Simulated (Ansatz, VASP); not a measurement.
One calculation of CdTe, two programs

```
Cd Te
1.0
     0.00000    3.27996    3.27996
     3.41115    0.00000    3.27996
     3.41115    3.27996    0.00000
Cd Te
1 1
Cartesian
  0.0000 0.0000 0.0000
  1.7056 1.6400 1.6400
```

Change from the starting cell: uniaxial_x strain +4.0%.

Alike in both runs: task single point; functional HSE06; k mesh 4 × 4 × 4; no spin polarisation.

```csv
,VASP,Ansatz
version,VASP 6.6.1,Ansatz 0.2.0
potentials or method,"VASP PAW PBE potentials, release 64 (Cd, Te)","plane waves, PAW"
plane-wave cutoff (eV),520,420
occupations,"gaussian, width 0.01 eV",fixed
valence electrons in the cell,18,36
```

|  | VASP | Ansatz | Ansatz less VASP |
| --- | --- | --- | --- |
| gap on the k mesh at the Fermi level (eV) | 1.26 | 1.34 | +0.078 |
| pressure (GPa) | -1.2 | -1.2 | 0.00 |
| traceless stress, the component that is largest in VASP (GPa) | -0.54 | -0.54 | +0.001 |

VASP's potentials hold 18 valence electrons a cell and Ansatz's 36, so a difference there can come from the potentials and not from the codes. Ansatz's warnings: stress exchange threshold loose, stress scf threshold loose.

Neither program's run includes spin-orbit coupling.
